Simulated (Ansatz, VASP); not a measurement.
## One calculation of FeO, two programs

Contents of INCAR:

```
PREC = Accurate ; ENCUT = 700
EDIFF = 1E-6 ; ISMEAR = 0
SIGMA = 0.05 ; LREAL = F
LASPH = T ; NELM = 200
ALGO = Normal ; ISIF = 2
LWAVE = F ; LCHARG = F
ISPIN = 2 ; MAGMOM = 4 -4 0 0
LORBIT = 11 ; LMAXMIX = 4
LDAU = T ; LDAUTYPE = 1
LDAUL = 2 -1 ; LDAUU = 7 0
LDAUJ = 0.5 0 ; LDAUPRINT = 1
GGA = PE ; NBANDS = 34
GGA_COMPAT = F
```

File KPOINTS:

```
Automatic mesh
0
Gamma
  7 7 7
```

Contents of POSCAR:

```
FeO
1.0
    2.6124696300      0.0000000000      2.6124696300
    0.0000000000      2.6124696300      2.6124696300
    0.0000000000      0.0000000000      5.2249392600
Fe O
2 2
Direct
    0.0000000000      0.0000000000      0.0000000000
    0.0000000000      0.0000000000      0.5000000000
    0.5000000000      0.5000000000      0.7500000000
    0.5000000000      0.5000000000      0.2500000000
```

Input for Ansatz:

```yaml
crystal:
  lattice:
    - [2.61246963, 0.0, 2.61246963]
    - [0.0, 2.61246963, 2.61246963]
    - [0.0, 0.0, 5.22493926]
  atoms:
    - { symbol: Fe, position: [0.0, 0.0, 0.0], spin: 4.0 }
    - { symbol: O, position: [0.5, 0.5, 0.75] }
    - { symbol: Fe, position: [0.0, 0.0, 0.5], spin: -4.0 }
    - { symbol: O, position: [0.5, 0.5, 0.25] }
basis:
  ecutwfc: 420
  ecutrho_ratio: 4
kpoints:
  mp_grid: { grid: [7, 7, 7] }
hamiltonian:
  xc: pbe
  hubbard:
    sites:
      - { site: 0, l: d, u: 7.0, j: 0.5 }
      - { site: 2, l: d, u: 7.0, j: 0.5 }
scf:
  occupations: { method: gaussian, width: 0.05 }
  lower_state_search: "off"
  max_iter: 150
output:
  forces: true
  stress: true
  eigenvalues: true
  populations: true
  hubbard: { sites: [{ site: 0, l: d }, { site: 2, l: d }] }
magnetization:
  spin_polarized: true
```

Alike in both runs: task single point; functional PBE; k mesh 7 × 7 × 7; occupations gaussian, width 0.05 eV; collinear spin; Hubbard terms Fe d U = 7.0 eV, J = 0.5 eV.

|  | VASP | Ansatz |
| --- | --- | --- |
| version | VASP 6.6.1 | Ansatz 0.2.0 |
| potentials or method | VASP PAW PBE potentials, release 64 (Fe_sv, O), cutoff 700 eV | scalar-relativistic, plane waves, PAW |
| valence electrons in the cell | 44 | 44 |

Ansatz gave:

- gap on the k mesh at the Fermi level (eV): none
- pressure (GPa): 21.1
- net moment per atom (μB): 0.00
- size of the moment on the site where the two differ most (μB): 3.45

Question: Which values does VASP return?

Answer: gap on the k mesh at the Fermi level (eV): none; pressure (GPa): 15.6; net moment per atom (μB): 0.00; size of the moment on the site where the two differ most (μB): 3.56.

Site moments also hang on the region over which each program counts them. The programs project onto different local orbitals, so the same U acts differently, and such runs can settle in different states. A gap of «none» marks a metal or a gap that the smearing closes. Ansatz's warnings: filled band counts differ across k points.
